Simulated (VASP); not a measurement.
# HfO2 (Fm-3m) in VASP: notebook

Aim: see how the results for HfO2 move with the level of theory and the settings. Levels: PBEsol, PBEsol+D3(BJ). Tasks: relaxation of cell and atoms, single point.

Program: VASP 6.6.1. These are calculated values, not measurements. Logs are shortened: lines on timing, memory, paths and dates and some standing lists are left out, and cuts for length are marked.

### Step 1. The cell of the first run

It takes space group Fm-3m (No. 225, cubic). The conventional cell has a = 5.115 Å, b = 5.115 Å, c = 5.115 Å, α = 90.00°, β = 90.00°, γ = 90.00°. Hf (site symmetry m-3m) has 8 O at 2.21 Å within 2.9 Å. Within 2.9 Å of O (site symmetry -43m) lie 4 Hf at 2.21 Å and 6 O at 2.56 Å.

### Step 2. Relaxation of cell and atoms, PBEsol, target pressure 10 GPa, at which the enthalpy is minimised

The input, INCAR:

```
SYSTEM = HfO2
PREC = Accurate
ENCUT = 600
EDIFF = 1E-7
ISMEAR = -1
SIGMA = 0.05
LREAL = .FALSE.
LASPH = .TRUE.
NELM = 80
ALGO = Normal
ISIF = 3
LWAVE = .FALSE.
LCHARG = .FALSE.
GGA = PS
IBRION = 2
NSW = 80
EDIFFG = -0.005
PSTRESS = 100.0
```

The input, KPOINTS:

```
regular mesh
0
G
  9 9 9
  0 0 0
```

The input, POSCAR:

```
HfO2
1.0
    0.0000000000      2.5575000000      2.5575000000
    2.5575000000      0.0000000000      2.5575000000
    2.5575000000      2.5575000000      0.0000000000
Hf O
1 2
Direct
    0.0000000000      0.0000000000      0.0000000000
    0.7500000000      0.7500000000      0.7500000000
    0.2500000000      0.2500000000      0.2500000000
```

Potentials or basis: VASP PAW PBE potentials, release 64 (Hf_pv, O).

The run is started by

```sh
cat potpaw_PBE.64/Hf_pv/POTCAR potpaw_PBE.64/O/POTCAR > POTCAR
mpirun -np 1 vasp_std > vasp.out
```

OUTCAR:

```text
SYSTEM = HfO2
   PREC = Accurate
   ENCUT = 600
   EDIFF = 1E-7
   ISMEAR = -1
   LREAL = .FALSE.
   LASPH = .TRUE.
   NELM = 80
   ISIF = 3
   GGA = PS
   IBRION = 2
   NSW = 80
   EDIFFG = -0.005
   PSTRESS = 100.0

 ion  position               nearest neighbor table
   1  0.000  0.000  0.000-   2 2.21   2 2.21   2 2.21   2 2.21   3 2.21   3 2.21   3 2.21   3 2.21

   2  0.750  0.750  0.750-   1 2.21   1 2.21   1 2.21   1 2.21
   3  0.250  0.250  0.250-   1 2.21   1 2.21   1 2.21   1 2.21

  LATTYP: Found a face centered cubic cell.
 ALAT       =     5.1150000000

  Lattice vectors:

 A1 = (   0.0000000000,   2.5575000000,   2.5575000000)
 A2 = (   2.5575000000,   0.0000000000,   2.5575000000)
 A3 = (   2.5575000000,   2.5575000000,   0.0000000000)

Analysis of symmetry for initial positions (statically):
=====================================================================
 Subroutine PRICEL returns:
 Original cell was already a primitive cell.

 Routine SETGRP: Setting up the symmetry group for a
 face centered cubic supercell.

 Subroutine GETGRP returns: Found 48 space group operations
[... 9 lines left out ...]

 Routine SETGRP: Setting up the symmetry group for a
 face centered cubic supercell.

 Subroutine GETGRP returns: Found 48 space group operations
[... 11 lines left out ...]
                                     Primitive cell

  volume of cell :      33.4562

  direct lattice vectors                    reciprocal lattice vectors
     0.000000000  2.557500000  2.557500000    -0.195503421  0.195503421  0.195503421
     2.557500000  0.000000000  2.557500000     0.195503421 -0.195503421  0.195503421
     2.557500000  2.557500000  0.000000000     0.195503421  0.195503421 -0.195503421

  length of vectors
     3.616851186  3.616851186  3.616851186     0.338621859  0.338621859  0.338621859

  position of ions in fractional coordinates (direct lattice)
     0.000000000  0.000000000  0.000000000
     0.750000000  0.750000000  0.750000000
     0.250000000  0.250000000  0.250000000

  ion indices of the primitive-cell ions
   primitive index   ion index
                 1           1
                 2           2
                 3           3

----------------------------------------------------------------------------------------

 KPOINTS: regular mesh

Automatic generation of k-mesh.
 Grid dimensions read from file:
 generate k-points for:    9    9    9

 Generating k-lattice:

  Cartesian coordinates                     Fractional coordinates (reciprocal lattice)
    -0.021722602  0.021722602  0.021722602     0.111111111  0.000000000  0.000000000
     0.021722602 -0.021722602  0.021722602     0.000000000  0.111111111  0.000000000
     0.021722602  0.021722602 -0.021722602     0.000000000  0.000000000  0.111111111

  Length of vectors
     0.037624651  0.037624651  0.037624651

  Shift w.r.t. Gamma in fractional coordinates (k-lattice)
     0.000000000  0.000000000  0.000000000

 Subroutine IBZKPT returns following result:
 ===========================================

 Found     35 irreducible k-points:

 Following reciprocal coordinates:
            Coordinates               Weight
  0.000000  0.000000  0.000000      1.000000
  0.111111  0.000000  0.000000      8.000000
  0.222222  0.000000  0.000000      8.000000
  0.333333  0.000000  0.000000      8.000000
  0.444444  0.000000  0.000000      8.000000
  0.111111  0.111111  0.000000      6.000000
[... 16 lines left out ...]
 -0.333333  0.333333  0.000000     12.000000
  0.444444  0.444444  0.000000      6.000000
 [... further k-points ...]
   k-points           NKPTS =     35   k-points in BZ     NKDIM =     35   number of bands    NBANDS=     15
   number of dos      NEDOS =    301   number of ions     NIONS =      3
   total plane-waves  NPLWV =  27000
   dimension x,y,z NGX =    30 NGY =   30 NGZ =   30
   dimension x,y,z NGXF=    60 NGYF=   60 NGZF=   60
   ions per type =               1   2
   NGX,Y,Z   is equivalent  to a cutoff of  13.79, 13.79, 13.79 a.u.
   NGXF,Y,Z  is equivalent  to a cutoff of  27.58, 27.58, 27.58 a.u.
 SYSTEM =  HfO2
   PREC   = accura    normal or accurate (medium, high low for compatibility)
   ISTART =      0    job   : 0-new  1-cont  2-samecut
   ICHARG =      2    charge: 1-file 2-atom 10-const
   ISPIN  =      1    spin polarized calculation?
   LNONCOLLINEAR =      F non collinear calculations
   LSORBIT =      F    spin-orbit coupling
   LASPH  =      T    aspherical Exc in radial PAW
   ENCUT  =  600.0 eV  44.10 Ry    6.64 a.u.   7.22  7.22  7.22*2*pi/ulx,y,z
   NELM   =     80;   NELMIN=  2; NELMDL= -5     # of ELM steps
   EDIFF  = 0.1E-06   stopping-criterion for ELM
   LREAL  =      F    real-space projection
   EDIFFG = -.5E-02   stopping-criterion for IOM
   NSW    =     80    number of steps for IOM
   IBRION =      2    ionic relax: 0-MD 1-quasi-New 2-CG
   NFREE  =      1    steps in history (QN), initial steepest desc. (CG)
   ISIF   =      3    stress and relaxation
   ISYM   =      2    0-nonsym 1-usesym 2-fastsym
   POTIM  = 0.5000    time-step for ionic-motion
   TEBEG  =    0.0;   TEEND  =   0.0 temperature during run
   PSTRESS=  100.0 pullay stress
   NELECT =      22.0000    total number of electrons
   NUPDOWN=      -1.0000    fix difference up-down
   EMIN   =  10.00;   EMAX   =-10.00  energy-range for DOS
   EFERMI =   0.00;   METHOD = LEGACY
   ISMEAR =    -1;   SIGMA  =   0.05  broadening in eV -4-tet -1-fermi 0-gaus
   EFERMI_NEDOS =   21; number of points for ismear=-14 and -15
   IALGO  =     38    algorithm
   IMIX   =      4    mixing-type and parameters
     AMIX     =   0.40;   BMIX     =  1.00
     AMIX_MAG =   1.60;   BMIX_MAG =  1.00
  volume/ion in A,a.u.               =      11.15        75.26
  Fermi-wavevector in a.u.,A,eV,Ry     =   1.423607  2.690227 27.574337  2.026657
  Thomas-Fermi vector in A             =   2.544186
   LORBIT       =      0    0 simple, 1 ext, 2 COOP (PROOUT), +10 PAW based schemes
   GGA     = PS    functional components
   LHFCALC =     F    Hartree Fock is set to
   AEXX    =    0.0000 exact exchange contribution
   IVDW    =     0    specifies the selected vdW correction
   LEPSILON=     F    determine dielectric tensor
   LRPA    =     F    only Hartree local field effects (RPA)
 conjugate gradient relaxation of ions
 non-spin polarized calculation
  energy-cutoff  :      600.00
  volume of cell :       33.46
 maximum number of plane-waves:      1139
 NGX is ok and might be reduce to    30
   NGX = 15   NGY = 15   NGZ = 15

--------------------------------------- Ionic step        1  -------------------------------------------

 number of electron      21.9999993 magnetization

 Free energy of the ion-electron system (eV)
  ---------------------------------------------------
  ext. energy  EPLUGINS =         0.00000000
  ---------------------------------------------------
  free energy    TOTEN  =       -31.56308849 eV

  energy without entropy =      -31.56308849  energy(sigma->0) =      -31.56308849

------------------------ aborting loop because EDIFF is reached ----------------------------------------

  FORCE on cell =-STRESS in cart. coord.  units (eV):
  Direction    XX          YY          ZZ          XY          YZ          ZX
  --------------------------------------------------------------------------------------
  -------------------------------------------------------------------------------------
  Total       -2.8705711     -2.8705711     -2.8705711      0.0000000      0.0000000      0.0000000
  in kB     -137.4681095   -137.4681095   -137.4681095      0.0000000      0.0000000      0.0000000
  external PRESSURE =    -237.4681095 kB  Pullay stress =     100.0000000 kB

 VOLUME and BASIS-vectors are now :
 -----------------------------------------------------------------------------
  energy-cutoff  :      600.00
  volume of cell :       33.46
      direct lattice vectors                 reciprocal lattice vectors
     0.000000000  2.557500000  2.557500000    -0.195503421  0.195503421  0.195503421
     2.557500000  0.000000000  2.557500000     0.195503421 -0.195503421  0.195503421
     2.557500000  2.557500000  0.000000000     0.195503421  0.195503421 -0.195503421
[... 204 lines left out ...]
  FREE ENERGIE OF THE ION-ELECTRON SYSTEM (eV)
  ---------------------------------------------------
  free  energy   TOTEN  =       -31.6179166781 eV

  energy  without entropy=      -31.6179166781  energy(sigma->0) =      -31.61791668

  enthalpy is  TOTEN    =       -29.7088565319 eV   P V=        1.9090601462

--------------------------------------- Ionic step        7  -------------------------------------------

 number of electron      22.0000004 magnetization

 Free energy of the ion-electron system (eV)
  ---------------------------------------------------
  ext. energy  EPLUGINS =         0.00000000
  ---------------------------------------------------
  free energy    TOTEN  =       -31.61490319 eV

  energy without entropy =      -31.61490319  energy(sigma->0) =      -31.61490319

 E-fermi :   5.6286     XC(G=0): -12.4543

 val. band max:        4.6419091783   @ k =  -0.4444   0.4444   0.0000
 cond. band min:       8.6073166584   @ k =   0.4444   0.4444   0.0000
 fundamental gap:      3.9654074800
 Fermi energy:         5.6285725030

 k-point     1 :       0.0000    0.0000    0.0000
  band No.  band energies     occupation
      1     -24.6369      2.00000
      2     -24.6369      2.00000
      3     -24.6369      2.00000
      4     -14.4064      2.00000
      5     -10.9686      2.00000
      6      -1.1171      2.00000
      7      -1.1171      2.00000
      8      -1.1171      2.00000
      9       4.0494      2.00000
     10       4.0494      2.00000
     11       4.0494      2.00000
     12       8.6225      0.00000
     13       8.6225      0.00000
     14      10.8633      0.00000
     15      15.9568      0.00000
[... 397 lines left out ...]
 k-point    24 :       0.4444    0.4444    0.0000
  band No.  band energies     occupation
      1     -25.2485      2.00000
      2     -24.7996      2.00000
      3     -24.7996      2.00000
      4     -12.4416      2.00000
      5     -11.8964      2.00000
      6      -2.1519      2.00000
      7       0.9114      2.00000
      8       0.9114      2.00000
      9       3.1630      2.00000
     10       3.1630      2.00000
     11       4.4372      2.00000
     12       8.6073      0.00000
     13      10.4008      0.00000
     14      12.1353      0.00000
     15      13.4322      0.00000

 [... further k-points ...]
[... 5 lines left out ...]
  --------------------------------------------------------------------------------------
  -------------------------------------------------------------------------------------
  Total        1.9065620      1.9065620      1.9065620     -0.0000000     -0.0000000     -0.0000000
  in kB      100.0311374    100.0311374    100.0311374     -0.0000000     -0.0000000     -0.0000000
  external PRESSURE =       0.0311374 kB  Pullay stress =     100.0000000 kB

 VOLUME and BASIS-vectors are now :
 -----------------------------------------------------------------------------
  energy-cutoff  :      600.00
  volume of cell :       30.54
      direct lattice vectors                 reciprocal lattice vectors
     0.000000000  2.480840101  2.480840101    -0.201544630  0.201544630  0.201544630
     2.480840101 -0.000000000  2.480840101     0.201544630 -0.201544630  0.201544630
     2.480840101  2.480840101  0.000000000     0.201544630  0.201544630 -0.201544630

 POSITION                                       TOTAL-FORCE (eV/Angst)
 -----------------------------------------------------------------------------------
      0.00000     -0.00000      0.00000        -0.000000      0.000000      0.000000
      3.72126      3.72126      3.72126        -0.000000     -0.000000      0.000000
      1.24042      1.24042      1.24042         0.000000      0.000000     -0.000000
 -----------------------------------------------------------------------------------
    total drift:                                0.000000     -0.000000      0.000000

  FREE ENERGIE OF THE ION-ELECTRON SYSTEM (eV)
  ---------------------------------------------------
  free  energy   TOTEN  =       -31.6149031898 eV

  energy  without entropy=      -31.6149031897  energy(sigma->0) =      -31.61490319

  enthalpy is  TOTEN    =       -29.7089346255 eV   P V=        1.9059685643

 reached required accuracy - stopping structural energy minimisation
```

Wall time 60 s (1 thread of Intel Xeon 6975P-C (Granite Rapids), shared host); peak memory 0.19 GiB.

What came out:

| Property | Result |
| --- | --- |
| Free energy | -31.6149 eV |
| Relaxed volume | 10.18 Å³/atom |
| Relaxed cell | a = 3.508 Å, b = 3.508 Å, c = 3.508 Å, α = 60.00°, β = 60.00°, γ = 60.00° |
| Space group after relaxing (to 0.05 Å) | Fm-3m (No. 225) |
| Energy change on relaxing (the enthalpy is what falls) | -17.3 meV/atom |
| Ionic steps | 7 |
| Pressure after relaxing | 10.0 GPa |
| Band gap on the k mesh | 3.97 eV, indirect (least direct gap 4.09 eV) |

Step by step:
```
step  energy change (eV)  largest force (eV/Å)  pressure (GPa)  volume (Å³)
   1              0.0000                0.0000          -13.75        33.46
   2              1.0658                0.0000           79.00        26.07
   3             -0.0597                0.0000            8.63        30.67
   4             -0.0533                0.0000            9.75        30.56
   5             -0.0498                0.0000           10.33        30.51
   6             -0.0548                0.0000            9.50        30.59
   7             -0.0518                0.0000           10.00        30.54
```

Final structure:
```cif
data_structure
_symmetry_space_group_name_H-M 'P 1'
_symmetry_Int_Tables_number 1
_cell_length_a 3.5084
_cell_length_b 3.5084
_cell_length_c 3.5084
_cell_angle_alpha 60.000
_cell_angle_beta 60.000
_cell_angle_gamma 60.000
_cell_volume 30.54
loop_
_atom_site_label
_atom_site_type_symbol
_atom_site_fract_x
_atom_site_fract_y
_atom_site_fract_z
_atom_site_occupancy
Hf1 Hf 0.00000 0.00000 0.00000 1
O1 O 0.75000 0.75000 0.75000 1
O2 O 0.25000 0.25000 0.25000 1
```

Caveat: the cell is relaxed towards a set pressure, so the enthalpy falls and the energy may rise; the PAW data sets were made with another functional, which shifts forces and pressure a little; spin-orbit coupling is left out, which moves the levels of the heavy elements.

### Step 3. Relaxation of cell and atoms, PBEsol, target pressure 20 GPa, at which the enthalpy is minimised

The input, INCAR:

```
PREC = Accurate
ENCUT = 600
EDIFF = 1E-6
ISMEAR = -1
SIGMA = 0.05
LREAL = F
LASPH = T
NELM = 80
ALGO = Normal
ISIF = 3
LWAVE = F
LCHARG = F
GGA = PS
IBRION = 2
NSW = 80
EDIFFG = -0.005
PSTRESS = 200.0
```

The input, KPOINTS:

```
regular mesh
0
Gamma
  9 9 9
```

POSCAR is that of step 2.

Potentials or basis: VASP PAW PBE potentials, release 64 (Hf_pv, O).

The run is started by

```sh
cat potpaw_PBE.64/Hf_pv/POTCAR potpaw_PBE.64/O/POTCAR > POTCAR
mpirun -np 1 vasp_std > vasp.out
```

Run time: 46 s. Hardware: 1 thread of Intel Xeon 6975P-C (Granite Rapids), shared host; peak memory 0.19 GiB.

The run converged. Its results:

```
Free energy                                            : -31.5315 eV
Relaxed volume                                         : 9.88 Å³/atom
Relaxed cell                                           : a = 3.474 Å, b = 3.474 Å, c = 3.474 Å, α = 60.00°, β = 60.00°, γ = 60.00°
Space group after relaxing (to 0.05 Å)                 : Fm-3m (No. 225)
Energy change on relaxing (the enthalpy is what falls) : +10.5 meV/atom
Ionic steps                                            : 5
Pressure after relaxing                                : 20.0 GPa
Band gap on the k mesh                                 : 4.04 eV, indirect (least direct gap 4.18 eV)
```

Step by step:
```tsv
step	energy change (eV)	largest force (eV/Å)	pressure (GPa)	volume (Å³)
1	0.0000	0.0000	-13.74	33.46
2	3.0444	0.0000	158.05	23.32
3	-0.0014	0.0000	16.62	29.93
4	0.0228	0.0000	19.15	29.71
5	0.0316	0.0000	20.00	29.64
```

Final structure:
```
Hf O
1.0
     0.00000    2.45626    2.45626
     2.45626    0.00000    2.45626
     2.45626    2.45626    0.00000
Hf O
1 2
Direct
  0.00000 0.00000 0.00000
  0.75000 0.75000 0.75000
  0.25000 0.25000 0.25000
```

Levels at points of the mesh, in eV from the valence-band top:
| k point | band 9 | band 10 | band 11 | band 12 | band 13 | band 14 |
| --- | --- | --- | --- | --- | --- | --- |
| (0.00, 0.00, 0.00) | -0.61 | -0.61 | -0.61 | 4.04 | 4.04 | 6.46 |

Caveat: the cell is relaxed towards a set pressure, so the enthalpy falls and the energy may rise; the PAW data sets were made with another functional, which shifts forces and pressure a little; spin-orbit coupling is left out, which moves the levels of the heavy elements.

### Step 4. Relaxation of cell and atoms, PBEsol, target pressure 30 GPa, at which the enthalpy is minimised

The input, INCAR:

```
SYSTEM = HfO2
  ALGO = Normal
  EDIFF = 1E-6
  EDIFFG = -0.005
  ENCUT = 600
  GGA = PS
  IBRION = 2
  ISIF = 3
  ISMEAR = -1
  LASPH = .TRUE.
  LCHARG = .FALSE.
  LREAL = .FALSE.
  LWAVE = .FALSE.
  NELM = 60
  NSW = 80
  PREC = Accurate
  PSTRESS = 300.0
  SIGMA = 0.05
```

The input, KPOINTS:

```
k-points
0
G
  9 9 9
  0 0 0
```

POSCAR is that of step 3.

The run is started by

```sh
cat potpaw_PBE.64/Hf_pv/POTCAR potpaw_PBE.64/O/POTCAR > POTCAR
mpirun -np 1 vasp_std > vasp.out
```

Run time: 43 s. Hardware: 1 thread of Intel Xeon 6975P-C (Granite Rapids), shared host; peak memory 0.19 GiB.

Results (log left out):

| Item | Value |
| --- | --- |
| Free energy | -31.4105 eV |
| Relaxed volume | 9.62 Å³/atom |
| Relaxed cell | a = 3.443 Å, b = 3.443 Å, c = 3.443 Å, α = 60.00°, β = 60.00°, γ = 60.00° |
| Space group after relaxing (to 0.05 Å) | Fm-3m (No. 225) |
| Energy change on relaxing (the enthalpy is what falls) | +50.9 meV/atom |
| Ionic steps | 5 |
| Pressure after relaxing | 30.0 GPa |
| Band gap on the k mesh | 4.10 eV, indirect (least direct gap 4.25 eV) |

The path:
```csv
step,energy change (eV),largest force (eV/Å),pressure (GPa),volume (Å³)
1,0.0000,0.0000,-13.74,33.46
2,6.4385,0.0000,278.15,20.77
3,0.0690,0.0000,23.38,29.36
4,0.1245,0.0000,27.90,29.01
5,0.1526,0.0000,30.00,28.86
```

Final structure:
```
Hf O
1.0
     0.00000    2.43455    2.43455
     2.43455    0.00000    2.43455
     2.43455    2.43455    0.00000
Hf O
1 2
Direct
  0.00000 0.00000 0.00000
  0.75000 0.75000 0.75000
  0.25000 0.25000 0.25000
```

Levels at points of the mesh, in eV from the valence-band top:
```
           k point  band 8  band 9  band 10  band 11  band 12  band 13  band 14  band 15
(0.00, 0.00, 0.00)   -6.14   -0.62    -0.62    -0.62     4.10     4.10     6.68    12.09
```

Caveat: the cell is relaxed towards a set pressure, so the enthalpy falls and the energy may rise; the PAW data sets were made with another functional, which shifts forces and pressure a little; spin-orbit coupling is left out, which moves the levels of the heavy elements. A k mesh can miss the band edges.

[end of part 1 of 2]
